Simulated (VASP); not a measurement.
## AlCu3: single point with PBEsol

AlCu3:

```
CELL_PARAMETERS angstrom
5.12221 0.00000 0.00000
-2.56111 4.43597 0.00000
0.00000 0.00000 4.15920
ATOMIC_POSITIONS crystal
Al 0.66667 0.33333 0.25000
Al 0.33333 0.66667 0.75000
Cu 0.33066 0.16533 0.75000
Cu 0.83467 0.16533 0.75000
Cu 0.83467 0.66934 0.75000
Cu 0.66934 0.83467 0.25000
Cu 0.16533 0.83467 0.25000
Cu 0.16533 0.33066 0.25000
```

| Item | Value |
| --- | --- |
| Program | VASP 6.6.1 |
| Task | single point |
| Functional | PBEsol |
| Potentials or basis | VASP PAW PBE potentials, release 64 (Al, Cu) |
| Cutoff | 520 eV |
| k mesh | 12 × 12 × 8 |
| Occupations | fermi-dirac, width 0.15 eV |
| Spin | no spin polarisation |

| Property | Result |
| --- | --- |
| Pressure | 2.6 GPa |
| Band gap on the k mesh | zero (bands 36 and 37 overlap by 2.64 eV) |

Levels at points of the mesh, in eV from the Fermi level:
```
           k point  band 34  band 35  band 36  band 37  band 38  band 39
(0.00, 0.00, 0.00)    -1.35    -1.35    -0.78    -0.05    -0.05     1.66
(0.50, 0.00, 0.00)    -1.30     0.58     1.05     1.91     2.63     3.33
(0.00, 0.00, 0.50)    -1.32    -1.32    -1.32    -0.88    -0.88     2.61
(0.50, 0.00, 0.50)    -2.35    -0.92    -0.92    -0.66    -0.66     5.36
```

It took 26 min on 1 thread of Intel Xeon 8259CL, with other jobs on the host, peak memory 0.43 GiB.

Caveat: the PAW data sets were made with another functional, which shifts forces and pressure a little.
